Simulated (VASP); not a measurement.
Runs of VASP 6.6.1 on SnSe2. The structure is that of space group P-3m1 (No. 164), or close to it. The cells are those of the table. 

```tsv
cell	gap on the mesh (eV)	pressure (GPa)	largest force (eV/Å)
a = 3.811, b = 3.811, c = 6.260 Å, angles 90.0, 90.0, 120.0°, 3 atoms	0.73	3.8	0.44
a = 3.811, b = 3.811, c = 6.014 Å, angles 90.0, 90.0, 120.0°, 3 atoms	0.64	7.0	1.04
a = 3.811, b = 3.811, c = 5.892 Å, angles 90.0, 90.0, 120.0°, 3 atoms	(a)	8.9	1.35
a = 3.811, b = 3.811, c = 5.953 Å, angles 90.0, 90.0, 120.0°, 3 atoms	0.59	7.9	1.20
a = 3.811, b = 3.811, c = 6.076 Å, angles 90.0, 90.0, 120.0°, 3 atoms	0.68	(b)	0.89
a = 3.811, b = 3.811, c = 6.198 Å, angles 90.0, 90.0, 120.0°, 3 atoms	0.73	4.6	0.59
a = 3.811, b = 3.811, c = 6.321 Å, angles 90.0, 90.0, 120.0°, 3 atoms	0.68	3.1	0.29
```

Alike in all rows: task single point; level PBE; potentials or basis VASP PAW PBE potentials, release 64 (Sn_d, Se); no spin polarisation; k mesh 12 × 12 × 6; cutoff (eV) 520; smearing gaussian 0.05 eV.

Task: Fill in the values left out.

Result: (a) 0.54; (b) 6.2.

Caveats: spin-orbit coupling is left out, which moves the levels of the heavy elements; this functional lacks dispersion, which binds the layers, so the pressure and a relaxed spacing across them are unreliable; forces of over 1 eV/Å act on the atoms, so gaps and moduli don't describe the material at rest (some runs).

A k mesh can miss the band edges, and the runs leave out spin-orbit coupling on Se, Sn.
